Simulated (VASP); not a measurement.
# AlN (P6_3mc) in VASP: notebook, part 3 of 4

VASP 6.6.1.

## Step 5: Vibrations by perturbation theory, LDA

This run uses another cell than the first one, of 10.45 Å³/atom.

INCAR reads:

```
SYSTEM = AlN
PREC = Accurate
ENCUT = 520
EDIFF = 1E-8
ISMEAR = 0
SIGMA = 0.01
LREAL = .FALSE.
LASPH = .TRUE.
NELM = 60
ALGO = Normal
ISIF = 2
LWAVE = .FALSE.
LCHARG = .FALSE.
NBANDS = 16
IBRION = 8
NSW = 1
LEPSILON = .TRUE.
```

KPOINTS reads:

```
Automatic mesh
0
G
  9 9 6
  0 0 0
```

POSCAR reads:

```
AlN
1.0
    3.1130000000      0.0000000000      0.0000000000
   -1.5565000000      2.6959370820      0.0000000000
    0.0000000000      0.0000000000      4.9810000000
Al N
2 2
Direct
    0.3333333333      0.6666666667     -0.0009330458
    0.6666666667      0.3333333333      0.4990669542
    0.3333333333      0.6666666667      0.3809330458
    0.6666666667      0.3333333333      0.8809330458
```

Potentials or basis: VASP PAW LDA potentials, release 64 (Al, N).

Run with:

```sh
cat potpaw_LDA.64/Al/POTCAR potpaw_LDA.64/N/POTCAR > POTCAR
mpirun -np 1 vasp_std > vasp.out
```

OUTCAR:

```text
SYSTEM = AlN
   PREC = Accurate
   ENCUT = 520
   EDIFF = 1E-8
   ISMEAR = 0
   LREAL = .FALSE.
   LASPH = .TRUE.
   NELM = 60
   ISIF = 2
   IBRION = 8
   NSW = 1
   LEPSILON = .TRUE.

 ion  position               nearest neighbor table
   1  0.333  0.667  0.999-   4 1.89   4 1.89   4 1.89   3 1.90   2 3.07   2 3.07   2 3.07   2 3.07
                             2 3.07   2 3.07
   2  0.667  0.333  0.499-   3 1.89   3 1.89   3 1.89   4 1.90   1 3.07   1 3.07   1 3.07   1 3.07
                             1 3.07   1 3.07
   3  0.333  0.667  0.381-   2 1.89   2 1.89   2 1.89   1 1.90
   4  0.667  0.333  0.881-   1 1.89   1 1.89   1 1.89   2 1.90

  LATTYP: Found a hexagonal cell.
 ALAT       =     3.1130000000
 C/A-ratio  =     1.6000642467

  Lattice vectors:

 A1 = (   3.1130000000,   0.0000000000,   0.0000000000)
 A2 = (  -1.5565000000,   2.6959370820,   0.0000000000)
 A3 = (   0.0000000000,   0.0000000000,   4.9810000000)

Analysis of symmetry for initial positions (statically):
=====================================================================
 Subroutine PRICEL returns:
 Original cell was already a primitive cell.

 Routine SETGRP: Setting up the symmetry group for a
 hexagonal supercell.

 Subroutine GETGRP returns: Found 12 space group operations
 (whereof  6 operations were pure point group operations)
 out of a pool of 24 trial point group operations.

The static configuration has the point symmetry C_3v.
 The point group associated with its full space group is C_6v.

Analysis of symmetry for dynamics (positions and initial velocities):
=====================================================================
 Subroutine PRICEL returns:
 Original cell was already a primitive cell.

 Routine SETGRP: Setting up the symmetry group for a
 hexagonal supercell.

 Subroutine GETGRP returns: Found 12 space group operations
 (whereof  6 operations were pure point group operations)
 out of a pool of 24 trial point group operations.

The dynamic configuration has the point symmetry C_3v.
 The point group associated with its full space group is C_6v.

 Subroutine INISYM returns: Found 12 space group operations
 (whereof  6 operations are pure point group operations),
 and found     1 'primitive' translations

----------------------------------------------------------------------------------------

                                     Primitive cell

[... 697 lines left out ...]
           4.441431     0.000000    -0.000000
           0.000000     4.441431     0.000000
          -0.000000    -0.000000     4.657464
 ------------------------------------------------------

 PIEZOELECTRIC TENSOR (including local field effects)  for field in x, y, z        (e  Angst)
          XX          YY          ZZ          XY          YZ          ZX
  --------------------------------------------------------------------------------
  x     0.00000    -0.00000     0.00000     0.00000     0.00000     0.88019
  y     0.00000    -0.00000     0.00000     0.00000     0.88019     0.00000
  z     0.68389     0.68389    -1.03183     0.00000     0.00000     0.00000

 PIEZOELECTRIC TENSOR (including local field effects)  for field in x, y, z        (C/m^2)
          XX          YY          ZZ          XY          YZ          ZX
  --------------------------------------------------------------------------------
  x     0.00000    -0.00000     0.00000     0.00000     0.00000     0.33735
  y     0.00000    -0.00000     0.00000     0.00000     0.33735     0.00000
  z     0.26211     0.26211    -0.39547     0.00000     0.00000     0.00000

 BORN EFFECTIVE CHARGES (including local field effects) (in |e|, cummulative output)
 ---------------------------------------------------------------------------------
 ion    1
    1     2.51331     0.00000     0.00000
    2     0.00000     2.51331     0.00000
    3     0.00000     0.00000     2.67367
 ion    2
    1     2.51331    -0.00000    -0.00000
    2     0.00000     2.51331     0.00000
    3     0.00000     0.00000     2.67367
 ion    3
    1    -2.51331     0.00000     0.00000
    2     0.00000    -2.51331     0.00000
    3    -0.00000     0.00000    -2.67367
 ion    4
    1    -2.51331     0.00000     0.00000
    2    -0.00000    -2.51331     0.00000
    3     0.00000     0.00000    -2.67367

 INTERNAL STRAIN TENSOR FOR ION    4 for displacements in x,y,z  (eV/Angst):
          X           Y           Z          XY          YZ          ZX
  --------------------------------------------------------------------------------
  x     0.00000    -0.00000     0.00000    10.07177     0.00000     5.00378
  y    10.07177   -10.07177     0.00000     0.00000     5.04125     0.00000
  z     5.25416     5.25416   -11.80428     0.00000     0.00000     0.00000

 SECOND DERIVATIVES (NOT SYMMETRIZED)
 ------------------------------------
               1X          1Y          1Z          2X          2Y          2Z          3X          3Y          3Z          4X          4Y          4Z
  1X   -15.468180    0.000000   -0.000000    0.648609   -0.000000    0.000000    1.530113   -0.000000   -0.000000   13.289458    0.000000    0.000000
  1Y     0.000000  -15.468180    0.000000   -0.000000    0.648609    0.000000    0.000000    1.530113    0.000000    0.000000   13.289458    0.000000
  1Z     0.000000   -0.000000  -20.857461    0.000000   -0.000000    8.387107    0.000000    0.000000    6.087250    0.000000    0.000000    6.383105
  2X     0.648609   -0.000000    0.000000  -15.468180   -0.000000    0.000000   13.289458    0.000000   -0.000000    1.530113   -0.000000    0.000000
  2Y     0.000000    0.648609    0.000000   -0.000000  -15.468180    0.000000    0.000000   13.289458    0.000000    0.000000    1.530113   -0.000000
  2Z     0.000000    0.000000    8.387107    0.000000   -0.000000  -20.857461    0.000000    0.000000    6.383105    0.000000   -0.000000    6.087250
  3X     1.532023    0.000000    0.000000   13.291426    0.000000    0.000000  -15.534709    0.000000    0.000000    0.711260   -0.000000   -0.000000
  3Y     0.000000    1.532023    0.000000    0.000000   13.291426    0.000000    0.000000  -15.534709    0.000000    0.000000    0.711260    0.000000
  3Z     0.000000    0.000000    6.054439    0.000000    0.000000    6.411043    0.000000   -0.000000  -19.437687    0.000000    0.000000    6.972205
  4X    13.291426    0.000000    0.000000    1.532023   -0.000000    0.000000    0.711260   -0.000000   -0.000000  -15.534709    0.000000   -0.000000
  4Y     0.000000   13.291426    0.000000    0.000000    1.532023   -0.000000    0.000000    0.711260   -0.000000    0.000000  -15.534709    0.000000
  4Z    -0.000000    0.000000    6.411043    0.000000    0.000000    6.054439    0.000000    0.000000    6.972205    0.000000    0.000000  -19.437687

 Eigenvectors and eigenvalues of the dynamical matrix
 ----------------------------------------------------

   1 f  =   21.473108 THz   134.919519 2PiTHz  716.265795 cm-1    88.805600 meV
             X         Y         Z           dx          dy          dz
     -0.000000  1.797291  4.976352    -0.000000   -0.000000   -0.014782
      1.556500  0.898646  2.485852    -0.000000   -0.000000    0.014782
     -0.000000  1.797291  1.897428     0.000000    0.000000   -0.706952
      1.556500  0.898646  4.387928     0.000000    0.000000    0.706952
[... 71 lines left out ...]
  12 f/i=    0.001685 THz     0.010587 2PiTHz    0.056205 cm-1     0.006969 meV
             X         Y         Z           dx          dy          dz
     -0.000000  1.797291  4.976352    -0.000000   -0.000000    0.573705
      1.556500  0.898646  2.485852    -0.000000   -0.000000    0.573705
     -0.000000  1.797291  1.897428    -0.000000   -0.000000    0.413356
      1.556500  0.898646  4.387928    -0.000000   -0.000000    0.413356

--------------------------------------------------------------------------------------------------------

 MACROSCOPIC STATIC DIELECTRIC TENSOR IONIC CONTRIBUTION
 ------------------------------------------------------
           3.689698    -0.000000    -0.000000
          -0.000000     3.689698    -0.000000
          -0.000000    -0.000000     4.963779
 ------------------------------------------------------

 ELASTIC MODULI CONTR FROM IONIC RELAXATION (kBar)
 Direction    XX          YY          ZZ          XY          YZ          ZX
 --------------------------------------------------------------------------------
 XX        -654.6996    314.4077    382.2466     -0.0000      0.0000     -0.0000
 YY         314.4077   -654.6996    382.2466      0.0000     -0.0000      0.0000
 ZZ         382.2466    382.2466   -858.7478     -0.0000     -0.0000     -0.0000
 XY          -0.0000      0.0000     -0.0000   -484.5536      0.0000     -0.0000
 YZ           0.0000      0.0000     -0.0000      0.0000   -118.5876      0.0000
 ZX          -0.0000      0.0000     -0.0000     -0.0000      0.0000   -126.7653
 --------------------------------------------------------------------------------

 PIEZOELECTRIC TENSOR IONIC CONTR  for field in x, y, z        (C/m^2)
          XX          YY          ZZ          XY          YZ          ZX
  --------------------------------------------------------------------------------
  x    -0.00000     0.00000    -0.00000    -0.00000     0.00000    -0.64353
  y     0.00000     0.00000    -0.00000     0.00000    -0.62243     0.00000
  z    -0.86475    -0.86475     1.94273     0.00000     0.00000     0.00000
```

OSZICAR:

```text
N       E                     dE             d eps       ncg     rms          rms(c)
DAV:   1     0.380461704549E+02    0.38046E+02   -0.72322E+03  1536   0.887E+02
DAV:   2    -0.346416164775E+02   -0.72688E+02   -0.66021E+02  2200   0.177E+02
[... 166 lines left out ...]
RMM:   7    -0.249796937977E+00    0.64200E-06   -0.12012E-06  3494   0.197E-03    0.465E-04
RMM:   8    -0.249794095922E+00    0.28421E-05    0.20239E-07  3473   0.509E-04    0.269E-04
RMM:   9    -0.249794802061E+00   -0.70614E-06   -0.20066E-07  3573   0.129E-04    0.188E-05
RMM:  10    -0.249794787897E+00    0.14164E-07    0.15952E-08  3588   0.204E-05    0.104E-05
RMM:  11    -0.249794798024E+00   -0.10127E-07   -0.11979E-08  3649   0.749E-06    0.181E-06
RMM:  12    -0.249794794207E+00    0.38164E-08    0.19495E-10  3257   0.307E-06    0.692E-07
 Linear response finished
```

It took 5.3 min on 1 thread of Intel Xeon 6975P-C (Granite Rapids), shared host; peak memory 0.43 GiB.

What came out:

| Item | Value |
| --- | --- |
| Electronic dielectric tensor (diagonal) | 4.44, 4.44, 4.66 |
| Born charges (mean of the diagonal) | Al +2.57; N -2.57 e |
| Highest phonon frequency at Γ, LO-TO splitting left out | 716 cm⁻¹ |

Phonon frequencies in cm⁻¹ (negative: imaginary):
```csv
q point,frequencies
"(0.000, 0.000, 0.000)",0 0 0 240 240 543 606 648 648 661 661 716
```

Electronic dielectric tensor:
```
4.44 0.00 0.00
0.00 4.44 0.00
0.00 0.00 4.66
```

Born effective charge tensors (e):
atom 1, Al
```
2.51 0.00 0.00
0.00 2.51 0.00
0.00 0.00 2.67
```
atom 2, Al
```
2.51 0.00 0.00
0.00 2.51 0.00
0.00 0.00 2.67
```
atom 3, N
```
-2.51  0.00  0.00
 0.00 -2.51  0.00
 0.00  0.00 -2.67
```
atom 4, N
```
-2.51  0.00  0.00
 0.00 -2.51  0.00
 0.00  0.00 -2.67
```

Caveat: the cell stands under pressure or tension, which shifts response properties.

## Step 6: Vibrations by perturbation theory, LDA

This run uses another cell than the first one, of 10.47 Å³/atom.

Edit INCAR of step 5 so:

```diff
@@ -8,3 +8,3 @@
 LASPH = .TRUE.
-NELM = 60
+NELM = 80
 ALGO = Normal
@@ -12,3 +12,4 @@
 LWAVE = .FALSE.
-LCHARG = .FALSE.
+LCHARG = .TRUE.
+GGA = CA
 NBANDS = 16
```

KPOINTS is that of step 5.

POSCAR reads:

```
AlN
1.0
    3.1130000000      0.0000000000      0.0000000000
   -1.5565000000      2.6959370820      0.0000000000
    0.0000000000      0.0000000000      4.9909620000
Al N
2 2
Direct
    0.3333333333      0.6666666667     -0.0007480699
    0.6666666667      0.3333333333      0.4992519301
    0.3333333333      0.6666666667      0.3807480699
    0.6666666667      0.3333333333      0.8807480699
```

Potentials or basis: VASP PAW LDA potentials, release 64 (Al, N).

Run with:

```sh
cat potpaw_LDA.64/Al/POTCAR potpaw_LDA.64/N/POTCAR > POTCAR
mpirun -np 1 vasp_std > vasp.out
```

OUTCAR:

```text
SYSTEM = AlN
   PREC = Accurate
   ENCUT = 520
   EDIFF = 1E-8
   ISMEAR = 0
   LREAL = .FALSE.
   LASPH = .TRUE.
   NELM = 80
   ISIF = 2
   GGA = CA
   IBRION = 8
   NSW = 1
   LEPSILON = .TRUE.

 ion  position               nearest neighbor table
   1  0.333  0.667  0.999-   4 1.89   4 1.89   4 1.89   3 1.90   2 3.08   2 3.08   2 3.08   2 3.08
                             2 3.08   2 3.08
   2  0.667  0.333  0.499-   3 1.89   3 1.89   3 1.89   4 1.90   1 3.08   1 3.08   1 3.08   1 3.08
                             1 3.08   1 3.08
   3  0.333  0.667  0.381-   2 1.89   2 1.89   2 1.89   1 1.90
   4  0.667  0.333  0.881-   1 1.89   1 1.89   1 1.89   2 1.90

  LATTYP: Found a hexagonal cell.
 ALAT       =     3.1130000000
 C/A-ratio  =     1.6032643752

  Lattice vectors:
[... 797 lines left out ...]
  4X    13.216382    0.000000    0.000000    1.534084    0.000000    0.000000    0.699407    0.000000   -0.000000  -15.449873    0.000000   -0.000000
  4Y     0.000000   13.216382    0.000000    0.000000    1.534084    0.000000    0.000000    0.699407    0.000000    0.000000  -15.449873    0.000000
  4Z     0.000000    0.000000    6.436938    0.000000   -0.000000    5.960496    0.000000    0.000000    6.932594    0.000000   -0.000000  -19.330028

 Eigenvectors and eigenvalues of the dynamical matrix
 ----------------------------------------------------

   1 f  =   21.414937 THz   134.554018 2PiTHz  714.325413 cm-1    88.565024 meV
             X         Y         Z           dx          dy          dz
     -0.000000  1.797291  4.987228    -0.000000    0.000000   -0.020381
      1.556500  0.898646  2.491747    -0.000000   -0.000000    0.020381
     -0.000000  1.797291  1.900299     0.000000   -0.000000   -0.706813
      1.556500  0.898646  4.395780     0.000000   -0.000000    0.706813
[... 71 lines left out ...]
  12 f/i=    0.001261 THz     0.007924 2PiTHz    0.042068 cm-1     0.005216 meV
             X         Y         Z           dx          dy          dz
     -0.000000  1.797291  4.987228    -0.388416    0.422308   -0.000000
      1.556500  0.898646  2.491747    -0.388416    0.422308   -0.000000
     -0.000000  1.797291  1.900299    -0.279762    0.304174   -0.000000
      1.556500  0.898646  4.395780    -0.279762    0.304174   -0.000000

--------------------------------------------------------------------------------------------------------

 MACROSCOPIC STATIC DIELECTRIC TENSOR IONIC CONTRIBUTION
 ------------------------------------------------------
           3.700949    -0.000000     0.000000
          -0.000000     3.700949     0.000000
           0.000000     0.000000     4.976864
 ------------------------------------------------------

 ELASTIC MODULI CONTR FROM IONIC RELAXATION (kBar)
 Direction    XX          YY          ZZ          XY          YZ          ZX
 --------------------------------------------------------------------------------
 XX        -644.7683    309.0303    371.0660     -0.0000     -0.0000     -0.0000
 YY         309.0303   -644.7683    371.0660      0.0000      0.0000      0.0000
 ZZ         371.0660    371.0660   -820.2228     -0.0000      0.0000      0.0000
 XY          -0.0000      0.0000     -0.0000   -476.8993     -0.0000     -0.0000
 YZ          -0.0000      0.0000      0.0000     -0.0000   -117.9088      0.0000
 ZX          -0.0000      0.0000      0.0000     -0.0000      0.0000   -126.0368
 --------------------------------------------------------------------------------

 PIEZOELECTRIC TENSOR IONIC CONTR  for field in x, y, z        (C/m^2)
          XX          YY          ZZ          XY          YZ          ZX
  --------------------------------------------------------------------------------
  x    -0.00000     0.00000     0.00000    -0.00000     0.00000    -0.64265
  y    -0.00000     0.00000     0.00000    -0.00000    -0.62159     0.00000
  z    -0.86007    -0.86007     1.90115     0.00000    -0.00000    -0.00000
```

OSZICAR:

```text
N       E                     dE             d eps       ncg     rms          rms(c)
DAV:   1     0.374147551894E+02    0.37415E+02   -0.72587E+03  1536   0.892E+02
DAV:   2    -0.346632815963E+02   -0.72078E+02   -0.65629E+02  2136   0.176E+02
[... 171 lines left out ...]
RMM:   5    -0.249670717689E+00   -0.16966E-03   -0.46952E-06  3318   0.239E-02    0.692E-03
RMM:   6    -0.249737372057E+00   -0.66654E-04    0.36603E-06  3485   0.533E-03    0.222E-03
RMM:   7    -0.249736566315E+00    0.80574E-06   -0.11546E-06  3482   0.197E-03    0.464E-04
RMM:   8    -0.249733737537E+00    0.28288E-05    0.19663E-07  3476   0.509E-04    0.268E-04
RMM:   9    -0.249734432253E+00   -0.69472E-06   -0.19251E-07  3557   0.130E-04    0.175E-05
RMM:  10    -0.249734435095E+00   -0.28413E-08    0.21064E-08  3626   0.191E-05    0.105E-05
 Linear response finished
```

stdout:

```text
POSCAR found type information on POSCAR AlN
 POSCAR found :  2 types and       4 ions
 scaLAPACK will be used
 LDA part: xc-table for (Slater(with rela. corr.)+CA(PZ))
 , standard interpolation
 POSCAR, INCAR and KPOINTS ok, starting setup
 FFT: planning ... GRIDC
 FFT: planning ... GRID_SOFT
 FFT: planning ... GRID
[... 33 lines left out ...]
 first order change of Fermi-energy  -0.11277E+01
 force on displaced ion       1 direction 3 :   0.000   0.000 -20.781
 Born effective charge ion    1 direction 3 :   0.000  -0.000   2.673
 Linear response progress:
 first order change of Fermi-energy  -0.21591E-04
 force on displaced ion       3 direction 1 : -15.450  -0.000  -0.000
 Born effective charge ion    3 direction 1 :  -2.514   0.000   0.000
 Linear response progress:
 first order change of Fermi-energy   0.11276E+01
 force on displaced ion       3 direction 3 :  -0.000  -0.000 -19.330
 Born effective charge ion    3 direction 3 :   0.000  -0.000  -2.673
 Born effective charges drift removed
 Linear response finished
```

Run time: 12 min. Hardware: 1 thread of Intel Xeon 8259CL, shared host; peak memory 0.44 GiB.

Results:

```yaml
Electronic_dielectric_tensor_diagonal: 4.44, 4.44, 4.66
Born_charges_mean_of_the_diagonal: Al +2.57; N -2.57 e
Highest_phonon_frequency_at_Γ_LO-TO_splitting_left_out: 714 cm⁻¹
```

Phonon frequencies in cm⁻¹ (negative: imaginary):
```tsv
q point	frequencies
(0.000, 0.000, 0.000)	0 0 0 239 239 542 605 646 646 660 660 714
```

Electronic dielectric tensor:
```
4.44 0.00 0.00
0.00 4.44 0.00
0.00 0.00 4.66
```

Born effective charge tensors (e):
atom 1, Al
```
2.51 0.00 0.00
0.00 2.51 0.00
0.00 0.00 2.67
```
atom 2, Al
```
2.51 0.00 0.00
0.00 2.51 0.00
0.00 0.00 2.67
```
atom 3, N
```
-2.51  0.00  0.00
 0.00 -2.51  0.00
 0.00  0.00 -2.67
```
atom 4, N
```
-2.51  0.00  0.00
 0.00 -2.51  0.00
 0.00  0.00 -2.67
```

Caveat: the cell stands under pressure or tension, which shifts response properties.

(Continued in part 4 of 4.)
